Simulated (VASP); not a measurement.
Runs of VASP 6.6.1 on Nb. The structure is that of space group Fm-3m (No. 225), or close to it. The cells are those of the table. 

| cell | gap on the mesh (eV) | pressure (GPa) |
| --- | --- | --- |
| a = 2.924, b = 2.924, c = 2.946 Å, angles 59.7, 59.7, 60.5°, 1 atom | none | 2.9 |
| a = 3.081 Å, angles 60.0°, 1 atom | none | -18.2 |
| a = 2.947, b = 2.947, c = 2.991 Å, angles 59.5, 59.5, 61.0°, 1 atom | none | (a) |
| a = 2.901 Å, angles 60.0°, 1 atom | none | 8.9 |

Alike in all rows: task single point; level PBEsol; potentials or basis VASP PAW PBE potentials, release 64 (Nb_sv); no spin polarisation; k mesh 20 × 20 × 20; cutoff (eV) 520; smearing gaussian 0.15 eV.

Task: Estimate the missing entries.

Result: (a) -2.6.

Caveats: the PAW data sets were made with another functional, which shifts forces and pressure a little.

A k mesh can miss the band edges, and the runs leave out spin-orbit coupling on Nb.

A gap of «none» marks levels without a gap at the run's occupations.
